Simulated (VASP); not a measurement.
# Be24N in VASP: notebook

Runs on Be24N. Level: PBE. Tasks: single point.

Program: VASP 6.6.1. These are calculated values, not measurements. Logs are shortened: lines on timing, memory, paths and dates and some standing lists are left out, and cuts for length are marked.

## 1. The cell of the first run

The cell holds a slab with vacuum, 25 atoms: a = 4.525 Å, b = 7.134 Å, c = 19.869 Å, α = 90.00°, β = 90.00°, γ = 90.00°.

## 2. Single point, PBE

File INCAR:

```
SYSTEM = Be24N
  ALGO = Normal
  DIPOL = 0.5 0.5 0.321
  EDIFF = 1E-6
  ENCUT = 520
  GGA = PE
  IDIPOL = 3
  ISIF = 2
  ISMEAR = 0
  LASPH = .TRUE.
  LCHARG = .FALSE.
  LDIPOL = .TRUE.
  LREAL = Auto
  LWAVE = .FALSE.
  NBANDS = 44
  NELM = 80
  PREC = Accurate
  SIGMA = 0.1
```

File KPOINTS:

```
k-points
0
G
  6 4 1
  0 0 0
```

File POSCAR:

```
Be24N
1.0
    4.5254381414      0.0000000000      0.0000000000
    0.0000000000      7.1336190818      0.0000000000
    0.0000000000      0.0000000000     19.8685529820
Be N
24 1
Direct
    0.0000000000      0.3750000000      0.2013231665
    0.0000000000      0.8750000000      0.2013231665
    0.5000000000      0.3750000000      0.2013231665
    0.5000000000      0.8750000000      0.2013231665
    0.2500000000      0.1250000000      0.2341987732
    0.2500000000      0.6250000000      0.2341987732
    0.7500000000      0.1250000000      0.2341987732
    0.7500000000      0.6250000000      0.2341987732
    0.2500000000      0.3750000000      0.2999499864
    0.2500000000      0.8750000000      0.2999499864
    0.7500000000      0.3750000000      0.2999499864
    0.7500000000      0.8750000000      0.2999499864
    0.0000000000      0.1250000000      0.3268353587
    0.0000000000      0.6250000000      0.3268353587
    0.5000000000      0.1250000000      0.3268353587
    0.5000000000      0.6250000000      0.3268353587
    0.0000000000      0.3750000000      0.3993099160
    0.0000000000      0.8750000000      0.3993099160
    0.5000000000      0.3750000000      0.3993099160
    0.5000000000      0.8750000000      0.3993099160
    0.2500000000      0.1250000000      0.4211958963
    0.2500000000      0.6250000000      0.4211958963
    0.7500000000      0.1250000000      0.4211958963
    0.7500000000      0.6250000000      0.4211958963
    0.2500000000      0.1875000000      0.4917299740
```

Potentials or basis: VASP PAW PBE potentials, release 64 (Be, N).

Run with:

```sh
$ cat potpaw_PBE.64/Be/POTCAR potpaw_PBE.64/N/POTCAR > POTCAR
$ mpirun -np 1 vasp_std > vasp.out
```

OUTCAR:

```text
SYSTEM = Be24N
   EDIFF = 1E-6
   ENCUT = 520
   GGA = PE
   ISIF = 2
   ISMEAR = 0
   LASPH = .TRUE.
   LREAL = Auto
   NELM = 80
   PREC = Accurate

 ion  position               nearest neighbor table
   1  0.000  0.375  0.201-   5 2.21   6 2.21   7 2.21   8 2.21   9 2.26  11 2.26   3 2.26   3 2.26

   2  0.000  0.875  0.201-   5 2.21   6 2.21   7 2.21   8 2.21  10 2.26  12 2.26   4 2.26   4 2.26

   3  0.500  0.375  0.201-   5 2.21   6 2.21   7 2.21   8 2.21   9 2.26  11 2.26   1 2.26   1 2.26
[... 39 lines left out ...]
  23  0.750  0.125  0.421-  17 2.16  18 2.16  19 2.16  20 2.16  13 2.19  15 2.19  21 2.26  21 2.26

  24  0.750  0.625  0.421-  17 2.16  18 2.16  19 2.16  20 2.16  14 2.19  16 2.19  22 2.26  22 2.26

  25  0.250  0.188  0.492-  21 1.47

  LATTYP: Found a simple orthorhombic cell.
 ALAT       =     4.5254381414
 B/A-ratio  =     1.5763377730
 C/A-ratio  =     4.3904153280

  Lattice vectors:

 A1 = (   4.5254381414,   0.0000000000,   0.0000000000)
 A2 = (   0.0000000000,   7.1336190818,   0.0000000000)
 A3 = (   0.0000000000,   0.0000000000,  19.8685529820)

Analysis of symmetry for initial positions (statically):
=====================================================================
 Subroutine PRICEL returns:
 Original cell was already a primitive cell.

 Routine SETGRP: Setting up the symmetry group for a
 simple orthorhombic supercell.

 Subroutine GETGRP returns: Found  2 space group operations
 (whereof  1 operations were pure point group operations)
 out of a pool of  8 trial point group operations.

The static configuration has the point symmetry C_1 .
 The point group associated with its full space group is C_1h.

Analysis of symmetry for dynamics (positions and initial velocities):
=====================================================================
 Subroutine PRICEL returns:
 Original cell was already a primitive cell.

 Routine SETGRP: Setting up the symmetry group for a
 simple orthorhombic supercell.

 Subroutine GETGRP returns: Found  2 space group operations
 (whereof  1 operations were pure point group operations)
 out of a pool of  8 trial point group operations.

The dynamic configuration has the point symmetry C_1 .
 The point group associated with its full space group is C_1h.

 Subroutine INISYM returns: Found  2 space group operations
 (whereof  1 operations are pure point group operations),
 and found     1 'primitive' translations

----------------------------------------------------------------------------------------

                                     Primitive cell

  volume of cell :     641.4116

  direct lattice vectors                    reciprocal lattice vectors
     4.525438141  0.000000000  0.000000000     0.220973079  0.000000000  0.000000000
     0.000000000  7.133619082  0.000000000     0.000000000  0.140181300  0.000000000
     0.000000000  0.000000000 19.868552982     0.000000000  0.000000000  0.050330792

  length of vectors
     4.525438141  7.133619082 19.868552982     0.220973079  0.140181300  0.050330792

  position of ions in fractional coordinates (direct lattice)
     0.000000000  0.375000000  0.201323167
     0.000000000  0.875000000  0.201323167
     0.500000000  0.375000000  0.201323167
     0.500000000  0.875000000  0.201323167
     0.250000000  0.125000000  0.234198773
     0.250000000  0.625000000  0.234198773
[... 17 lines left out ...]
     0.750000000  0.625000000  0.421195896
     0.250000000  0.187500000  0.491729974

  ion indices of the primitive-cell ions
   primitive index   ion index
                 1           1
                 2           2
                 3           3
                 4           4
                 5           5
                 6           6
[... 17 lines left out ...]
                24          24
                25          25

----------------------------------------------------------------------------------------

 KPOINTS: k-points

Automatic generation of k-mesh.
 Grid dimensions read from file:
 generate k-points for:    6    4    1

 Generating k-lattice:

  Cartesian coordinates                     Fractional coordinates (reciprocal lattice)
     0.036828847  0.000000000  0.000000000     0.166666667  0.000000000  0.000000000
     0.000000000  0.035045325  0.000000000     0.000000000  0.250000000  0.000000000
     0.000000000  0.000000000  0.050330792     0.000000000  0.000000000  1.000000000

  Length of vectors
     0.036828847  0.035045325  0.050330792

  Shift w.r.t. Gamma in fractional coordinates (k-lattice)
     0.000000000  0.000000000  0.000000000

 Subroutine IBZKPT returns following result:
 ===========================================

 Found     12 irreducible k-points:

 Following reciprocal coordinates:
            Coordinates               Weight
  0.000000  0.000000  0.000000      1.000000
  0.166667  0.000000  0.000000      2.000000
  0.333333  0.000000  0.000000      2.000000
  0.500000  0.000000  0.000000      1.000000
  0.000000  0.250000  0.000000      2.000000
  0.166667  0.250000  0.000000      4.000000
  0.333333  0.250000  0.000000      4.000000
  0.500000  0.250000  0.000000      2.000000
  0.000000  0.500000  0.000000      1.000000
  0.166667  0.500000  0.000000      2.000000
  0.333333  0.500000  0.000000      2.000000
  0.500000  0.500000  0.000000      1.000000
   k-points           NKPTS =     12   k-points in BZ     NKDIM =     12   number of bands    NBANDS=     44
   number of dos      NEDOS =    301   number of ions     NIONS =     25
   total plane-waves  NPLWV = 291600
   dimension x,y,z NGX =    36 NGY =   54 NGZ =  150
   dimension x,y,z NGXF=    72 NGYF=  108 NGZF=  300
   ions per type =              24   1
   NGX,Y,Z   is equivalent  to a cutoff of  13.22, 12.58, 12.55 a.u.
   NGXF,Y,Z  is equivalent  to a cutoff of  26.45, 25.17, 25.10 a.u.
 SYSTEM =  Be24N
   PREC   = accura    normal or accurate (medium, high low for compatibility)
   ISTART =      0    job   : 0-new  1-cont  2-samecut
   ICHARG =      2    charge: 1-file 2-atom 10-const
   ISPIN  =      1    spin polarized calculation?
   LNONCOLLINEAR =      F non collinear calculations
   LSORBIT =      F    spin-orbit coupling
   LASPH  =      T    aspherical Exc in radial PAW
   ENCUT  =  520.0 eV  38.22 Ry    6.18 a.u.   8.41 13.26 36.94*2*pi/ulx,y,z
   NELM   =     80;   NELMIN=  2; NELMDL= -5     # of ELM steps
   EDIFF  = 0.1E-05   stopping-criterion for ELM
   LREAL  =      T    real-space projection
   EDIFFG = 0.1E-04   stopping-criterion for IOM
   NSW    =      0    number of steps for IOM
   IBRION =     -1    ionic relax: 0-MD 1-quasi-New 2-CG
   NFREE  =      0    steps in history (QN), initial steepest desc. (CG)
   ISIF   =      2    stress and relaxation
   ISYM   =      2    0-nonsym 1-usesym 2-fastsym
   POTIM  = 0.5000    time-step for ionic-motion
   TEBEG  =    0.0;   TEEND  =   0.0 temperature during run
   PSTRESS=    0.0 pullay stress
   NELECT =      53.0000    total number of electrons
   NUPDOWN=      -1.0000    fix difference up-down
   EMIN   =  10.00;   EMAX   =-10.00  energy-range for DOS
   EFERMI =   0.00;   METHOD = LEGACY
   ISMEAR =     0;   SIGMA  =   0.10  broadening in eV -4-tet -1-fermi 0-gaus
   EFERMI_NEDOS =   21; number of points for ismear=-14 and -15
   IALGO  =     38    algorithm
   IMIX   =      4    mixing-type and parameters
     AMIX     =   0.40;   BMIX     =  1.00
     AMIX_MAG =   1.60;   BMIX_MAG =  1.00
  volume/ion in A,a.u.               =      25.66       173.14
  Fermi-wavevector in a.u.,A,eV,Ry     =   0.713052  1.347473  6.917789  0.508443
  Thomas-Fermi vector in A             =   1.800589
   LORBIT       =      0    0 simple, 1 ext, 2 COOP (PROOUT), +10 PAW based schemes
   GGA     = PE    functional components
   LHFCALC =     F    Hartree Fock is set to
   AEXX    =    0.0000 exact exchange contribution
   IVDW    =     0    specifies the selected vdW correction
   LEPSILON=     F    determine dielectric tensor
   LRPA    =     F    only Hartree local field effects (RPA)
 non-spin polarized calculation
 Gauss-broadening in eV      SIGMA  =   0.10
  energy-cutoff  :      520.00
  volume of cell :      641.41
 maximum number of plane-waves:     17327
 NGX is ok and might be reduce to    36
   NGX = 17   NGY = 27   NGZ = 73

 dipolmoment           0.000000      0.000000     -0.044980 electrons x Angstroem

 number of electron      53.0000002 magnetization

 dipolmoment           0.000000      0.000000      0.320594 electrons x Angstroem

 Free energy of the ion-electron system (eV)
  ---------------------------------------------------
  ext. energy  EPLUGINS =         0.00000000
  ---------------------------------------------------
  free energy    TOTEN  =       -88.42811710 eV

  energy without entropy =      -88.38974709  energy(sigma->0) =      -88.40893210

 E-fermi :  -1.6632     XC(G=0):  -4.2531

 val. band max:       -1.6743490176   @ k =   0.3333   0.2500   0.0000
 cond. band min:      -1.6321557557   @ k =   0.1667   0.2500   0.0000
 fundamental gap:      0.0421932619
 Fermi energy:        -1.6632430636

 k-point     1 :       0.0000    0.0000    0.0000
  band No.  band energies     occupation
      1     -14.6389      2.00000
      2     -11.9076      2.00000
      3      -9.8100      2.00000
      4      -9.7677      2.00000
      5      -9.7503      2.00000
      6      -7.7440      2.00000
[... 481 lines left out ...]
     37       2.8462      0.00000
     38       2.9721      0.00000
 [bands above 38 left out]

------------------------ aborting loop because EDIFF is reached ----------------------------------------

 vacuum level on the upper side and lower side of the slab       (xc-potential included)         0.869        -0.880

  FORCE on cell =-STRESS in cart. coord.  units (eV):
  Direction    XX          YY          ZZ          XY          YZ          ZX
  --------------------------------------------------------------------------------------
  -------------------------------------------------------------------------------------
  Total       -1.1695392     -4.1032340      0.1093847      0.0000000      3.1213887      0.0000000
  in kB       -2.9213835    -10.2494386      0.2732313      0.0000000      7.7968942      0.0000000
  external PRESSURE =      -4.2991969 kB  Pullay stress =       0.0000000 kB

 VOLUME and BASIS-vectors are now :
 -----------------------------------------------------------------------------
  energy-cutoff  :      520.00
  volume of cell :      641.41
      direct lattice vectors                 reciprocal lattice vectors
     4.525438141  0.000000000  0.000000000     0.220973079  0.000000000  0.000000000
     0.000000000  7.133619082  0.000000000     0.000000000  0.140181300  0.000000000
     0.000000000  0.000000000 19.868552982     0.000000000  0.000000000  0.050330792

 POSITION                                       TOTAL-FORCE (eV/Angst)
 -----------------------------------------------------------------------------------
      0.00000      2.67511      4.00000        -0.010361      0.036124      0.458361
      0.00000      6.24192      4.00000        -0.007261     -0.046712      0.477298
      2.26272      2.67511      4.00000         0.010361      0.036124      0.458361
      2.26272      6.24192      4.00000         0.007261     -0.046712      0.477298
      1.13136      0.89170      4.65319         0.000000      0.018568     -0.653773
      1.13136      4.45851      4.65319         0.000000     -0.050073     -0.591694
[... 17 lines left out ...]
      3.39408      4.45851      8.36855         0.000000      0.024744      0.128024
      1.13136      1.33755      9.76996         0.000000      1.517280      0.033216
 -----------------------------------------------------------------------------------
    total drift:                               -0.000000     -0.000015      0.002113

  FREE ENERGIE OF THE ION-ELECTRON SYSTEM (eV)
  ---------------------------------------------------
  free  energy   TOTEN  =       -88.4281170990 eV

  energy  without entropy=      -88.3897470933  energy(sigma->0) =      -88.40893210

 vacuum level on the upper side and lower side of the slab         4.591         2.790
```

Wall time 23 min (1 thread of Oxide Virtual Turin-like, shared host); peak memory 0.65 GiB.

Results:

```
Free energy            : -88.4281 eV
Largest force          : 1.657 eV/Å
Band gap on the k mesh : zero (an odd number of electrons rules out a gap without spin polarisation)
```

Forces on the atoms (eV/Å):
```
Be  -0.010  0.036  0.458
Be  -0.007 -0.047  0.477
Be   0.010  0.036  0.458
Be   0.007 -0.047  0.477
Be   0.000  0.019 -0.654
Be   0.000 -0.050 -0.592
Be   0.000  0.057 -0.659
Be   0.000 -0.061 -0.764
Be   0.000 -0.075  0.169
Be   0.000 -0.018  0.169
Be   0.000 -0.209  0.172
Be   0.000  0.089  0.172
Be   0.008 -0.013 -0.062
Be  -0.020  0.030 -0.009
Be  -0.008 -0.013 -0.062
Be   0.020  0.030 -0.009
Be  -0.041 -0.017  0.446
Be  -0.154 -0.352 -0.111
Be   0.041 -0.017  0.446
Be   0.154 -0.352 -0.111
Be   0.000 -1.005 -1.317
Be   0.000  0.318  0.088
Be   0.000  0.119  0.654
Be   0.000  0.025  0.128
N    0.000  1.517  0.033
```

Levels at points of the mesh, in eV from the Fermi level:
| k point | band 25 | band 26 | band 27 | band 28 | band 29 | band 30 |
| --- | --- | --- | --- | --- | --- | --- |
| (0.00, 0.00, 0.00) | -0.53 | -0.35 | -0.06 | 0.71 | 0.95 | 1.03 |
| (0.50, 0.00, 0.00) | 0.07 | 0.10 | 0.80 | 1.09 | 1.45 | 1.45 |
| (0.00, 0.50, 0.00) | -0.91 | -0.87 | -0.30 | 0.32 | 0.49 | 0.92 |
| (0.50, 0.50, 0.00) | -0.41 | 0.06 | 0.19 | 0.29 | 0.51 | 1.06 |

## 3. Single point, PBE

File INCAR:

```
  ALGO = Normal
  DIPOL = 0.5 0.5 0.321
  EDIFF = 1E-6
  ENCUT = 520
  GGA = PE
  IDIPOL = 3
  ISIF = 2
  ISMEAR = 0
  LASPH = True
  LCHARG = False
  LDIPOL = True
  LREAL = Auto
  LWAVE = False
  NBANDS = 44
  NELM = 80
  PREC = Accurate
  SIGMA = 0.1
```

File KPOINTS:

```
k-points
0
Gamma
  6 4 1
```

POSCAR, as its differences from that of step 2:

```diff
@@ -32,2 +32,2 @@
     0.7500000000      0.6250000000      0.4211958963
-    0.2500000000      0.1875000000      0.4917299740
+    0.3333333333      0.1250000000      0.4927306184
```

Potentials or basis: VASP PAW PBE potentials, release 64 (Be, N).

Run with:

```sh
$ cat potpaw_PBE.64/Be/POTCAR potpaw_PBE.64/N/POTCAR > POTCAR
$ mpirun -np 1 vasp_std > vasp.out
```

It took 26 min on 1 thread of Oxide Virtual Turin-like, shared host; peak memory 0.66 GiB.

It converged, with:

```yaml
Free_energy: -88.3755 eV
Largest_force: 1.530 eV/Å
Band_gap_on_the_k_mesh: zero (an odd number of electrons rules out a gap without spin polarisation)
```

Forces in eV/Å, atoms in the order of the input:
```
Be   0.012  0.019  0.471
Be   0.012 -0.019  0.471
Be  -0.002  0.071  0.496
Be  -0.002 -0.071  0.496
Be   0.045  0.000 -0.693
Be   0.009  0.000 -0.608
Be  -0.008  0.000 -0.674
Be   0.013  0.000 -0.816
Be  -0.033 -0.020  0.177
Be  -0.033  0.020  0.177
Be  -0.004 -0.143  0.197
Be  -0.004  0.143  0.197
Be  -0.024  0.000  0.223
Be  -0.009  0.000 -0.090
Be  -0.036  0.000 -0.265
Be   0.071  0.000 -0.007
Be  -0.141  0.386 -0.075
Be  -0.141 -0.386 -0.075
Be   0.133  0.056  0.243
Be   0.133 -0.056  0.243
Be  -0.714  0.000 -1.299
Be  -0.118  0.000  0.044
Be  -0.772  0.000  0.991
Be   0.083  0.000  0.148
N    1.530  0.000  0.025
```

Levels at points of the mesh, in eV from the Fermi level:
| k point | band 22 | band 23 | band 24 | band 25 | band 26 | band 27 | band 28 | band 29 | band 30 | band 31 |
| --- | --- | --- | --- | --- | --- | --- | --- | --- | --- | --- |
| (0.00, 0.00, 0.00) | -2.33 | -1.30 | -1.16 | -0.51 | -0.30 | 0.02 | 0.61 | 0.77 | 1.09 | 1.77 |
| (0.50, 0.00, 0.00) | -1.39 | -1.20 | -0.18 | -0.10 | 0.13 | 0.80 | 1.10 | 1.47 | 1.47 | 1.47 |
| (0.00, 0.50, 0.00) | -1.37 | -1.23 | -1.10 | -0.85 | -0.75 | -0.40 | 0.17 | 0.73 | 0.84 | 1.69 |
| (0.50, 0.50, 0.00) | -1.45 | -1.15 | -0.93 | -0.38 | 0.16 | 0.22 | 0.24 | 0.54 | 1.06 | 1.44 |

## 4. Single point, PBE

File INCAR:

```
SYSTEM = Be24N
  PREC = Accurate
  ENCUT = 520
  EDIFF = 1E-6
  ISMEAR = 0
  SIGMA = 0.1
  LREAL = Auto
  LASPH = .True.
  NELM = 60
  ALGO = Normal
  ISIF = 2
  LWAVE = .False.
  LCHARG = .False.
  LDIPOL = .True.
  IDIPOL = 3
  DIPOL = 0.5 0.5 0.320
  GGA = PE
  NBANDS = 44
```

File KPOINTS:

```
regular mesh
0
Gamma
  6 4 1
  0 0 0
```

POSCAR, as its differences from that of step 3:

```diff
@@ -32,2 +32,2 @@
     0.7500000000      0.6250000000      0.4211958963
-    0.3333333333      0.1250000000      0.4927306184
+    0.2500000000      0.3125000000      0.4589020369
```

Run with:

```sh
$ cat potpaw_PBE.64/Be/POTCAR potpaw_PBE.64/N/POTCAR > POTCAR
$ mpirun -np 1 vasp_std > vasp.out
```

Run time: 24 min. Hardware: 1 thread of Oxide Virtual Turin-like, shared host; peak memory 0.66 GiB.

The run converged. Its results:

```
Free energy            : -91.1172 eV
Largest force          : 2.532 eV/Å
Band gap on the k mesh : zero (an odd number of electrons rules out a gap without spin polarisation)
```

Forces in eV/Å, atoms in the order of the input:
```
Be  -0.068  0.031  0.474
Be   0.045  0.010  0.439
Be   0.068  0.031  0.474
Be  -0.045  0.010  0.439
Be   0.000 -0.122 -0.653
Be   0.000  0.063 -0.633
Be   0.000  0.034 -0.774
Be   0.000 -0.112 -0.564
Be   0.000  0.075 -0.298
Be   0.000 -0.045 -0.068
Be   0.000 -0.207  0.189
Be   0.000  0.001  0.217
Be  -0.129 -0.101 -0.156
Be   0.116 -0.033  0.120
Be   0.129 -0.101 -0.156
Be  -0.116 -0.033  0.120
Be   0.121 -0.231  0.348
Be  -0.194 -0.064 -0.005
Be  -0.121 -0.231  0.348
Be   0.194 -0.064 -0.005
Be   0.000 -0.930  0.093
Be   0.000 -0.509  0.500
Be   0.000 -0.311 -0.250
Be   0.000  0.312 -0.239
N    0.000  2.532  0.040
```

Levels at points of the mesh, in eV from the Fermi level:
```csv
k point,band 22,band 23,band 24,band 25,band 26,band 27,band 28,band 29,band 30,band 31
"(0.00, 0.00, 0.00)",-2.40,-1.68,-1.38,-0.91,-0.55,-0.10,0.71,0.95,1.20,1.57
"(0.50, 0.00, 0.00)",-1.38,-1.02,-0.69,0.13,0.43,0.77,1.16,1.37,1.38,1.39
"(0.00, 0.50, 0.00)",-1.93,-1.47,-1.21,-1.04,-0.96,-0.44,-0.11,0.59,1.29,2.19
"(0.50, 0.50, 0.00)",-1.47,-1.32,-0.64,-0.54,-0.39,0.26,0.40,0.47,1.19,1.36
```

## 5. The runs side by side

| cell | gap on the mesh (eV) | largest force (eV/Å) |
| --- | --- | --- |
| as given, atomic positions A | none | 1.66 |
| as given, atomic positions B | none | 1.53 |
| as given, atomic positions C | none | 2.53 |

Alike in all rows: task single point; level PBE; potentials or basis VASP PAW PBE potentials, release 64 (Be, N); no spin polarisation; k mesh 6 × 4 × 1; cutoff (eV) 520; smearing gaussian 0.1 eV.

Total energies depend on the potentials used, so only differences within one code and one set of settings carry meaning.
